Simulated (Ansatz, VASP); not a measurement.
# One calculation of Ca3Si2N, two programs

```
Ca Si N
1.0
     4.80781    0.00000    0.00000
    -2.40390    4.16368    0.00000
     0.00000    0.00000    6.45660
Ca Si N
3 2 1
Cartesian
  0.0000 0.0000 3.2283
  0.0000 2.7758 0.0000
  0.0000 2.7758 3.2283
  2.4039 1.3879 2.0175
  2.4039 1.3879 4.4391
  0.0000 0.0000 0.0000
```

Change from the starting cell: species swapped into the La2Al3Ge type (P-6m2, No. 187).

Alike in both runs: functional PBE; k mesh 6 × 6 × 4; occupations gaussian, width 0.1 eV; no spin polarisation.

Ansatz relaxed the structure, and its values are those at the end. VASP's run is a single point on that final structure, the one shown.

|  | VASP | Ansatz |
| --- | --- | --- |
| version | VASP 6.6.1 | Ansatz 0.2.0 |
| potentials or method | VASP PAW PBE potentials, release 64 (Ca_sv, Si, N), cutoff 520 eV | scalar-relativistic, plane waves, PAW |
| valence electrons in the cell | 43 | 43 |

|  | VASP | Ansatz | Ansatz less VASP |
| --- | --- | --- | --- |
| gap on the k mesh at the Fermi level (eV) | none | none | - |
| pressure (GPa) | 0.1 | 0.0 | -0.13 |
| rms of the force components (eV/Å) | 0.009 | 0.007 | -0.0014 |

A gap of «none» marks a metal or a gap that the smearing closes. With one functional, cell and mesh, what is left measures potentials, basis and numerics.
